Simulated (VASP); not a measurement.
Input of a VASP 6.6.1 run:

File POSCAR:

```
TiCo3
1.0
    3.5506300368      0.0000000000      0.0000000000
    0.0000000000      3.5506300368      0.0000000000
    0.0000000000      0.0000000000      3.5506300368
Ti Co
1 3
Direct
    0.0000000000      0.0000000000      0.0000000000
    0.0000000000      0.5000000000      0.5000000000
    0.5000000000      0.0000000000      0.5000000000
    0.5000000000      0.5000000000      0.0000000000
```

INCAR.step1

```
PREC = Accurate ; ENCUT = 520
ISMEAR = 0 ; SIGMA = 0.1
LREAL = False ; LASPH = True
NELM = 150 ; ISPIN = 2
MAGMOM = -0.7 1.46 1.46 1.46 ; LMAXMIX = 4
NBANDS = 32 ; GGA = PE
ALGO = Normal ; EDIFF = 1E-4
LWAVE = True ; LCHARG = False
```

INCAR.step2

```
PREC = Accurate ; ENCUT = 520
EDIFF = 1E-6 ; ISMEAR = 0
SIGMA = 0.1 ; LREAL = False
LASPH = True ; NELM = 150
ALGO = Normal ; ISIF = 2
LWAVE = False ; LCHARG = False
ISPIN = 2 ; MAGMOM = -0.7 1.46 1.46 1.46
LORBIT = 11 ; LMAXMIX = 4
METAGGA = R2SCAN ; LMIXTAU = True
NBANDS = 32 ; ISTART = 1
```

Contents of KPOINTS:

```
Automatic mesh
0
Gamma
  12 12 12
```

Potentials or basis: VASP PAW PBE potentials, release 64 (Ti_sv, Co).

Command:

```bash
$ cat potpaw_PBE.64/Ti_sv/POTCAR potpaw_PBE.64/Co/POTCAR > POTCAR
$ cp INCAR.step1 INCAR
$ mpirun -np 1 vasp_std > vasp.out
$ cp INCAR.step2 INCAR
$ mpirun -np 1 vasp_std > vasp.out
```

Question: Estimate the pressure.

Answer: -1.6 GPa.

Question: What does it give for the net moment?

Answer: 0.00 μB per cell.

Caveat: the PAW data sets were made with another functional, which shifts forces and pressure a little.
